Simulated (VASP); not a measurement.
Input of a VASP 6.6.1 run:

Contents of POSCAR:

```
CaO
1.0
    2.9101886460      0.0000000000      0.0000000000
    0.0000000000      2.9101886460      0.0000000000
    0.0000000000      0.0000000000      2.9101886460
Ca O
1 1
Direct
    0.0000000000      0.0000000000      0.0000000000
    0.5000000000      0.5000000000      0.5000000000
```

The input INCAR.step1:

```
PREC = Accurate
ENCUT = 520
ISMEAR = 0
SIGMA = 0.05
LREAL = F
LASPH = T
NELM = 80
NBANDS = 15
GGA = PE
ALGO = Normal
EDIFF = 1E-4
LWAVE = T
LCHARG = F
```

INCAR.step2

```
PREC = Accurate
ENCUT = 520
EDIFF = 1E-7
ISMEAR = 0
SIGMA = 0.05
LREAL = F
LASPH = T
NELM = 80
ALGO = Normal
ISIF = 2
LWAVE = F
LCHARG = F
METAGGA = R2SCAN
LMIXTAU = T
NBANDS = 15
ISTART = 1
```

KPOINTS

```
regular mesh
0
Gamma
  8 8 8
```

Potentials or basis: VASP PAW PBE potentials, release 64 (Ca_sv, O).

The run is started by

```sh
$ cat potpaw_PBE.64/Ca_sv/POTCAR potpaw_PBE.64/O/POTCAR > POTCAR
$ cp INCAR.step1 INCAR
$ mpirun -np 1 vasp_std > vasp.out
$ cp INCAR.step2 INCAR
$ mpirun -np 1 vasp_std > vasp.out
```

Question: Estimate the pressure.

Answer: 0.1 GPa.

Question: Predict the band gap on the k mesh.

Answer: 3.28 eV, indirect (least direct gap 3.58 eV).

Caveat: the PAW data sets were made with another functional, which shifts forces and pressure a little. r2SCAN opens gaps a little over a GGA but as a rule still falls short of measured ones.
